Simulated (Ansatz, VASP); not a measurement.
# Ba3MgCd in VASP and in Ansatz

```
CELL_PARAMETERS angstrom
6.62295 0.00000 0.00000
0.00000 6.62295 0.00000
0.00000 0.00000 6.62295
ATOMIC_POSITIONS crystal
Ba 0.00000 0.50000 0.50000
Ba 0.50000 0.00000 0.50000
Ba 0.50000 0.50000 0.00000
Mg 0.00000 0.00000 0.00000
Cd 0.50000 0.50000 0.50000
```

Alike in both runs: task single point; functional PBE; k mesh 4 × 4 × 4; occupations gaussian, width 0.1 eV; no spin polarisation.

|  | VASP | Ansatz |
| --- | --- | --- |
| version | VASP 6.6.1 | Ansatz 0.2.0 |
| potentials or method | VASP PAW PBE potentials, release 64 (Ba_sv, Mg, Cd), cutoff 520 eV | scalar-relativistic, plane waves, PAW |
| valence electrons in the cell | 44 | 60 |

|  | VASP | Ansatz | Ansatz less VASP |
| --- | --- | --- | --- |
| gap on the k mesh at the Fermi level (eV) | none | none | - |
| pressure (GPa) | 0.1 | 0.0 | -0.10 |

A gap of «none» marks a metal or a gap that the smearing closes. The functional is the same, so the differences come from potentials, cutoffs and numerics. VASP's potentials hold 44 valence electrons a cell and Ansatz's 60, so a difference there can come from the potentials and not from the codes.

Spin-orbit coupling is off throughout.
